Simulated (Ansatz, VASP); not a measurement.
One calculation of Ta, two programs

```
Ta
1.0
    -1.62896    1.62896    1.62896
     1.62896   -1.62896    1.62896
     1.62896    1.62896   -1.62896
Ta
1
Direct
  0.00000 0.00000 0.00000
```

Change from the starting cell: volume scaled by 0.96, PAW files.

Alike in both runs: task electric field gradients; functional PBEsol; k mesh 17 × 17 × 17; occupations fermi-dirac, width 0.08 eV; no spin polarisation.

```csv
,VASP,Ansatz
version,VASP 6.6.1,Ansatz 0.2.0
potentials or method,"VASP PAW PBE potentials, release 64 (Ta_pv)","PAW with Ansatz's default frozen-core files, scalar-relativistic"
plane-wave cutoff (eV),520,420
valence electrons in the cell,11,13
```

Ansatz gave:

```
pressure (GPa) : 4.8
```

Q: Estimate VASP's values.

A: Pressure (GPa): 5.0.

VASP's potentials were made for PBE, not for PBEsol. The functional is the same, so the differences come from potentials, cutoffs and numerics. VASP's potentials hold 11 valence electrons a cell and Ansatz's 13, so a difference there can come from the potentials and not from the codes.

Spin-orbit coupling is off throughout.
